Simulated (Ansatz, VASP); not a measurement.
**Ta2NbO4: VASP beside Ansatz**

```
Ta Nb O
1.0
     5.13348    0.00000    0.00000
     0.00000    3.71819    2.94036
     0.00000   -3.71819    2.94036
Ta Nb O
2 1 4
Direct
  0.50000 0.49735 0.13649
  0.50000 0.13649 0.49735
  0.00000 0.52126 0.52126
  0.74691 0.38569 0.78763
  0.25309 0.78763 0.38569
  0.74691 0.78763 0.38569
  0.25309 0.38569 0.78763
```

Alike in both runs: task single point; functional PBE; k mesh 6 × 8 × 8; occupations gaussian, width 0.1 eV; no spin polarisation.

|  | VASP | Ansatz |
| --- | --- | --- |
| version | VASP 6.6.1 | Ansatz 0.2.0 |
| potentials or method | VASP PAW PBE potentials, release 64 (Ta_pv, Nb_sv, O), cutoff 520 eV | scalar-relativistic, plane waves, PAW |
| valence electrons in the cell | 59 | 63 |

|  | VASP | Ansatz | Ansatz less VASP |
| --- | --- | --- | --- |
| gap on the k mesh at the Fermi level (eV) | none | none | - |
| pressure (GPa) | 0.2 | 0.0 | -0.20 |
| traceless stress, the component that is largest in VASP (GPa) | -0.41 | 0.03 | +0.433 |
| rms of the force components (eV/Å) | 0.041 | 0.002 | -0.0392 |

Atom by atom the forces differ by 0.040 eV/Å (rms over components). A gap of «none» marks a metal or a gap that the smearing closes. VASP's potentials hold 59 valence electrons a cell and Ansatz's 63, so a difference there can come from the potentials and not from the codes.

Spin-orbit coupling is off throughout.
